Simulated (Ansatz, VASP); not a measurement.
This is a calculation of Fe for VASP 6.6.1.

The input INCAR:

```
PREC     = Accurate       # precision mode
ENCUT    = 520            # plane-wave cutoff, eV
EDIFF    = 1E-6           # SCF threshold, eV
ISMEAR   = -1             # smearing method
SIGMA    = 0.05           # smearing width, eV
LREAL    = F              # projectors in reciprocal space
LASPH    = T              # aspherical terms in the spheres
NELM     = 150            # most SCF steps
ALGO     = Normal         # electronic algorithm
ISIF     = 2              # what is computed and relaxed
LWAVE    = F              # write WAVECAR
LCHARG   = F              # write CHGCAR
ISPIN    = 2              # spin polarisation
MAGMOM   = 3              # initial moments
LORBIT   = 11             # projections on sites
LMAXMIX  = 4              # l up to which the mixer works
NBANDS   = 14             # bands
```

The input KPOINTS:

```
Automatic mesh
0
Gamma
  13 13 13
```

POSCAR

```
Fe
1.0
    0.0000000000      1.9798226863      2.0036464209
    1.5278283418      0.0000000000      2.0036464209
    1.5278283418      1.9798226863      0.0000000000
Fe
1
Direct
    0.0000000000      0.0000000000      0.0000000000
```

Potentials or basis: VASP PAW LDA potentials, release 64 (Fe).

The run is started by

```bash
$ cat potpaw_LDA.64/Fe/POTCAR > POTCAR
$ mpirun -np 1 vasp_std > vasp.out
```

Task: Translate it to Ansatz 0.2.0. Potentials there: all-electron LAPW, scalar-relativistic.

Result: As run (the cutoff follows the program's own potentials):

File input.yaml:

```yaml
crystal:
  lattice:
    - [0.0, 1.9798226863, 2.0036464209]
    - [1.5278283418, 0.0, 2.0036464209]
    - [1.5278283418, 1.9798226863, 0.0]
  atoms:
    - { symbol: Fe, position: [0.0, 0.0, 0.0], spin: 3.0 }
kpoints:
  mp_grid: { grid: [13, 13, 13] }
scf:
  occupations: { method: fermi_dirac, width: 0.05 }
hamiltonian:
  xc: lda
  pseudopotentials: { kind: all_electron, lapw: { basis_error: 0.001 } }
magnetization:
  spin_polarized: true
output:
  forces: true
  stress: true
  eigenvalues: true
```

Potentials or basis: all-electron LAPW, scalar-relativistic.

The run is started by

```bash
$ ansatz run input.yaml --threads 2 --pin off --max-ram 6144MiB --backend cpu --events-out ev --progress --plain --runs-dir out
```

Both were run:

|  | VASP | Ansatz | Ansatz less VASP |
| --- | --- | --- | --- |
| gap on the k mesh at the Fermi level (eV) | none | none | - |
| pressure (GPa) | -26.5 | -25.6 | +0.84 |
| traceless stress, the component that is largest in VASP (GPa) | -4.08 | -3.78 | +0.304 |
| net moment per atom (μB) | 2.23 | 2.28 | +0.045 |
| size of the moment on the site where the two differ most (μB) | 2.21 | 2.31 | +0.097 |

LDA's correlation is that of Perdew and Zunger in VASP and of Perdew and Wang (1992) in Ansatz. Site moments also hang on the region over which each program counts them. A gap of «none» marks a metal or a gap that the smearing closes. Ansatz ran all-electron here, and VASP with PAW potentials.
